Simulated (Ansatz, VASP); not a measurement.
Two plane-wave programs on Al

Contents of INCAR:

```
SYSTEM = Al
  ALGO = Fast
  EDIFF = 1E-7
  ENCUT = 520
  GGA = PE
  ISIF = 2
  ISMEAR = 0
  IVDW = 12
  LASPH = .TRUE.
  LCHARG = .TRUE.
  LELF = .TRUE.
  LREAL = .FALSE.
  LVHAR = .TRUE.
  LWAVE = .FALSE.
  NBANDS = 14
  NELM = 100
  PREC = Accurate
  SIGMA = 0.15
```

KPOINTS

```
k-points
0
G
  18 18 6
  0 0 0
```

Contents of POSCAR:

```
Al
1.0
    2.7770541673      0.0000000000      0.0000000000
   -1.3885270837      2.4049994565      0.0000000000
    0.0000000000      0.0000000000      9.4914157330
Al
4
Direct
    0.0000000000      0.0000000000      0.0000000000
    0.3333333333      0.6666666667      0.2500000000
    0.0000000000      0.0000000000      0.5000000000
    0.6666666667      0.3333333333      0.7500000000
```

Input for Ansatz:

```yaml
crystal:
  lattice:
    - [2.7770541673, 0.0, 0.0]
    - [-1.3885270837, 2.4049994565, 0.0]
    - [0.0, 0.0, 9.491415733]
  atoms:
    - { symbol: Al, position: [0.0, 0.0, 0.0] }
    - { symbol: Al, position: [0.3333333333, 0.6666666667, 0.25] }
    - { symbol: Al, position: [0.0, 0.0, 0.5] }
    - { symbol: Al, position: [0.6666666667, 0.3333333333, 0.75] }
basis:
  ecutwfc: 420
kpoints:
  mp_grid: { grid: [18, 18, 6] }
hamiltonian:
  xc: pbe
  pseudopotentials: { kind: paw, azcp: { folder: soft_1 } }
  dispersion: d3bj
scf:
  occupations: { method: gaussian, width: 0.15 }
output:
  forces: true
  stress: true
  eigenvalues: true
```

Alike in both runs: task single point; functional PBE; dispersion D3(BJ); k mesh 18 × 18 × 6; occupations gaussian, width 0.15 eV; no spin polarisation.

|  | VASP | Ansatz |
| --- | --- | --- |
| version | VASP 6.6.1 | Ansatz 0.2.0 |
| potentials or method | VASP PAW PBE potentials, release 64 (Al), cutoff 520 eV | scalar-relativistic, plane waves, PAW |
| valence electrons in the cell | 12 | 12 |

|  | VASP | Ansatz | Ansatz less VASP |
| --- | --- | --- | --- |
| gap on the k mesh at the Fermi level (eV) | none | none | - |
| pressure (GPa) | 0.2 | 0.2 | 0.00 |
| traceless stress, the component that is largest in VASP (GPa) | -2.34 | -2.35 | -0.004 |

A gap of «none» marks a metal or a gap that the smearing closes.
